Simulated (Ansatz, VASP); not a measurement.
**Two plane-wave programs on Ca**

File INCAR:

```
PREC = Accurate
ENCUT = 520
EDIFF = 1E-6
ISMEAR = -1
SIGMA = 0.1
LREAL = F
LASPH = T
NELM = 80
ALGO = Normal
ISIF = 2
LWAVE = F
LCHARG = T
GGA = RE
LELF = T
LVHAR = T
NBANDS = 11
```

KPOINTS

```
Automatic mesh
0
Gamma
  10 10 10
```

POSCAR

```
Ca
1.0
    3.6382105650      0.0000000000      0.0000000000
    0.0000000000      3.6382105650      0.0000000000
    0.0000000000      0.0000000000      3.6382105650
Ca
1
Direct
    0.0000000000      0.0000000000      0.0000000000
```

Input for Ansatz:

```yaml
crystal:
  lattice:
    - [3.638210565, 0.0, 0.0]
    - [0.0, 3.638210565, 0.0]
    - [0.0, 0.0, 3.638210565]
  atoms:
    - { symbol: Ca, position: [0.0, 0.0, 0.0] }
hamiltonian:
  xc: revpbe
  pseudopotentials:
    kind: paw
    azcp:
      Ca: "pseudopotentials/Ca.paw.azcp"
basis:
  ecutwfc: 420
  fft_grid_basis: typed
kpoints:
  mp_grid: { grid: [10, 10, 10], shift: [0, 0, 0] }
magnetization:
  spin_polarized: false
scf:
  occupations: { method: fermi_dirac, width: 0.1 }
  lower_state_search: "off"
output:
  stress: true
```

Alike in both runs: task single point; functional revPBE; k mesh 10 × 10 × 10; occupations fermi-dirac, width 0.1 eV; no spin polarisation.

```csv
,VASP,Ansatz
version,VASP 6.6.1,Ansatz 0.2.0
potentials or method,"VASP PAW PBE potentials, release 64 (Ca_sv), cutoff 520 eV","plane waves (420 eV) with PAW, scalar-relativistic"
valence electrons in the cell,10,10
```

|  | VASP | Ansatz | Ansatz less VASP |
| --- | --- | --- | --- |
| pressure (GPa) | -0.4 | -0.4 | 0.00 |

VASP's potentials were made for PBE, not for revPBE. With one functional, cell and mesh, what is left measures potentials, basis and numerics.
